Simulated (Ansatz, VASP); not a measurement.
**C in VASP and in Ansatz**

The input INCAR:

```
PREC = Accurate
ENCUT = 600
EDIFF = 1E-6
ISMEAR = 0
SIGMA = 0.02
LREAL = F
LASPH = T
NELM = 80
ALGO = Normal
ISIF = 3
LWAVE = F
LCHARG = F
GGA = PE
IVDW = 12
IBRION = 2
NSW = 80
EDIFFG = -0.015
```

KPOINTS

```
Automatic mesh
0
Gamma
  8 4 4
```

The input POSCAR:

```
C
1.0
   -1.2505774339     -2.1660636543      0.0000000000
   -3.7517323017      2.1660636543      0.0000000000
    0.0000000000      0.0000000000     -4.1633535805
C
8
Direct
    0.0000000000      0.6666666667      0.5627798337
    0.5000000000      0.1666666667      0.5627798337
    0.0000000000      0.6666666667      0.9372201663
    0.5000000000      0.1666666667      0.9372201663
    0.0000000000      0.3333333333      0.0627798337
    0.5000000000      0.8333333333      0.0627798337
    0.0000000000      0.3333333333      0.4372201663
    0.5000000000      0.8333333333      0.4372201663
```

Input for Ansatz:

```yaml
crystal:
  lattice:
    - [-1.2505774339, -2.1660636543, 0.0]
    - [-3.7517323017, 2.1660636543, 0.0]
    - [0.0, 0.0, -4.1633535805]
  atoms:
    - { symbol: C, position: [0.0, 0.6666666667, 0.5627798337] }
    - { symbol: C, position: [0.5, 0.1666666667, 0.5627798337] }
    - { symbol: C, position: [0.0, 0.6666666667, 0.9372201663] }
    - { symbol: C, position: [0.5, 0.1666666667, 0.9372201663] }
    - { symbol: C, position: [0.0, 0.3333333333, 0.0627798337] }
    - { symbol: C, position: [0.5, 0.8333333333, 0.0627798337] }
    - { symbol: C, position: [0.0, 0.3333333333, 0.4372201663] }
    - { symbol: C, position: [0.5, 0.8333333333, 0.4372201663] }
basis:
  ecutwfc: 420
kpoints:
  mp_grid: { grid: [8, 4, 4] }
hamiltonian:
  xc: pbe
  dispersion: d3bj
scf:
  occupations: { method: gaussian, width: 0.02 }
output:
  forces: true
  stress: true
  eigenvalues: true
relax:
  adjacent_minimum: "off"
  f_tol: 0.015
  max_steps: 60
  cell: { stress_tol: 0.15 }
```

Alike in both runs: task relaxation of cell and atoms; functional PBE; dispersion D3(BJ); k mesh 8 × 4 × 4; occupations gaussian, width 0.02 eV; no spin polarisation.

|  | VASP | Ansatz |
| --- | --- | --- |
| version | VASP 6.6.1 | Ansatz 0.2.0 |
| potentials or method | VASP PAW PBE potentials, release 64 (C), cutoff 600 eV | scalar-relativistic, plane waves, PAW |
| valence electrons in the cell | 32 | 32 |

|  | VASP | Ansatz | Ansatz less VASP |
| --- | --- | --- | --- |
| gap on the k mesh at the Fermi level, each at its own relaxed structure (eV) | 3.38 | 3.39 | +0.012 |
| relaxed volume (Å³/atom) | 5.64 | 5.64 | 0.000 |
| relaxed cell length with the largest relative difference (Å) | 2.501 | 2.501 | 0.0000 |

Noted on VASP's run: the relaxation stopped at its first step, so nothing moved.
